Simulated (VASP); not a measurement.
Here is a VASP 6.6.1 calculation.

File POSCAR:

```
Be
1.0
    2.2645998697      0.0000000000      0.0000000000
   -1.1322999349      1.9612010165      0.0000000000
    0.0000000000      0.0000000000      3.5612588026
Be
2
Direct
    0.3333333333      0.6666666667      0.2500000000
    0.6666666667      0.3333333333      0.7500000000
```

The input INCAR.step1:

```
PREC = Accurate
ENCUT = 520
ISMEAR = -1
SIGMA = 0.1
LREAL = False
LASPH = True
NELM = 100
NBANDS = 9
GGA = PE
ALGO = Normal
EDIFF = 1E-4
LWAVE = True
LCHARG = False
```

INCAR.step2

```
PREC = Accurate
ENCUT = 520
EDIFF = 1E-6
ISMEAR = -1
SIGMA = 0.1
LREAL = False
LASPH = True
NELM = 100
ALGO = Normal
ISIF = 2
LWAVE = False
LCHARG = False
METAGGA = R2SCAN
LMIXTAU = True
NBANDS = 9
ISTART = 1
```

Contents of KPOINTS:

```
Automatic mesh
0
Gamma
  16 16 9
```

Potentials or basis: VASP PAW PBE potentials, release 64 (Be).

The run is started by

```bash
$ cat potpaw_PBE.64/Be/POTCAR > POTCAR
$ cp INCAR.step1 INCAR
$ mpirun -np 1 vasp_std > vasp.out
$ cp INCAR.step2 INCAR
$ mpirun -np 1 vasp_std > vasp.out
```

Problem. Estimate the band gap on the k mesh.

Solution. Zero (band 2 reaches 8.09 eV, above the bottom of band 3 at 6.39 eV).

Problem. What does it give for the pressure?

Solution. 0.2 GPa.

Stress tensor (GPa, compression positive):
```
0.17 0.00 0.00
0.00 0.17 0.00
0.00 0.00 0.26
```

Caveat: the PAW data sets were made with another functional, which shifts forces and pressure a little.
